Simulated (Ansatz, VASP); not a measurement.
# One calculation of Na, two programs

```
Na
1.0
     3.91768    0.00000    0.00000
    -1.95884    3.39281    0.00000
     0.00000    0.00000    6.15400
Na
2
Direct
  0.66667 0.33333 0.75000
  0.33333 0.66667 0.25000
```

Alike in both runs: functional PBEsol; k mesh 7 × 7 × 4; occupations fermi-dirac, width 0.05 eV; no spin polarisation.

```csv
,VASP,Ansatz
version,VASP 6.6.1,Ansatz 0.2.0
potentials or method,"VASP PAW PBE potentials, release 64 (Na_pv)",Ansatz PAW
plane-wave cutoff (eV),520,420
valence electrons in the cell,14,18
task,single point,band structure
```

```csv
,VASP,Ansatz,Ansatz less VASP
gap on the k mesh at the Fermi level (eV),none,none,-
pressure (GPa),-0.7,-0.7,+0.01
"traceless stress, the component that is largest in VASP (GPa)",0.61,0.61,-0.001
```

VASP's potentials were made for PBE, not for PBEsol. A gap of «none» marks a metal or a gap that the smearing closes. VASP's potentials hold 14 valence electrons a cell and Ansatz's 18, so a difference there can come from the potentials and not from the codes.
